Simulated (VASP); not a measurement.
Here is a VASP 6.6.1 calculation.

The input INCAR:

```
PREC = Accurate
ENCUT = 520
EDIFF = 1E-6
ISMEAR = -1
SIGMA = 0.05
LREAL = F
LASPH = T
NELM = 80
ALGO = Normal
ISIF = 2
LWAVE = F
LCHARG = T
GGA = PS
LELF = T
LVHAR = T
NBANDS = 28
```

Contents of KPOINTS:

```
regular mesh
0
Gamma
  9 9 3
```

The input POSCAR:

```
Ti3Al
1.0
    2.9275422229      0.0000000000      0.0000000000
   -1.4637711114      2.5353259357      0.0000000000
    0.0000000000      0.0000000000      9.4108892400
Ti Al
3 1
Direct
    0.3333333333      0.6666666667      0.2494060000
    0.3333333333      0.6666666667      0.7505940000
    0.6666666667      0.3333333333      0.0000000000
    0.6666666667      0.3333333333      0.5000000000
```

Potentials or basis: VASP PAW PBE potentials, release 64 (Ti_sv, Al).

Run with:

```console
$ cat potpaw_PBE.64/Ti_sv/POTCAR potpaw_PBE.64/Al/POTCAR > POTCAR
$ mpirun -np 1 vasp_std > vasp.out
```

**Question.** Predict the pressure.

**Answer.** -5.6 GPa.

**Question.** Predict the largest force.

**Answer.** 0.050 eV/Å.

Forces on the atoms (eV/Å):
```
Ti   0.000  0.000 -0.050
Ti   0.000  0.000  0.050
Ti   0.000  0.000  0.000
Al   0.000  0.000  0.000
```

Caveat: the PAW data sets were made with another functional, which shifts forces and pressure a little.
